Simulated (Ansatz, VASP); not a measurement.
**One calculation of CdS, two programs**

```
Cd S
1.0
     0.00000    2.32553    2.32553
     2.32553    0.00000    2.32553
     2.32553    2.32553    0.00000
Cd S
1 1
Direct
  0.00000 0.00000 0.00000
  0.50000 0.50000 0.50000
```

Change from the starting cell: volume scaled by 0.64, LAPW.

Alike in both runs: task single point; functional PBEsol; k mesh 13 × 13 × 13; occupations fermi-dirac, width 0.08 eV; no spin polarisation.

|  | VASP | Ansatz |
| --- | --- | --- |
| version | VASP 6.6.1 | Ansatz 0.2.0 |
| potentials or method | VASP PAW PBE potentials, release 64 (Cd, S), cutoff 520 eV | all-electron LAPW, scalar-relativistic |

|  | VASP | Ansatz | Ansatz less VASP |
| --- | --- | --- | --- |
| pressure (GPa) | 110.3 | 106.0 | -4.30 |

VASP's potentials were made for PBE, not for PBEsol. Both programs put the cell under a high pressure, so it lies far from rest at this level. Ansatz ran all-electron here, and VASP with PAW potentials.

Noted on VASP's run: the cell as given lies far from equilibrium.
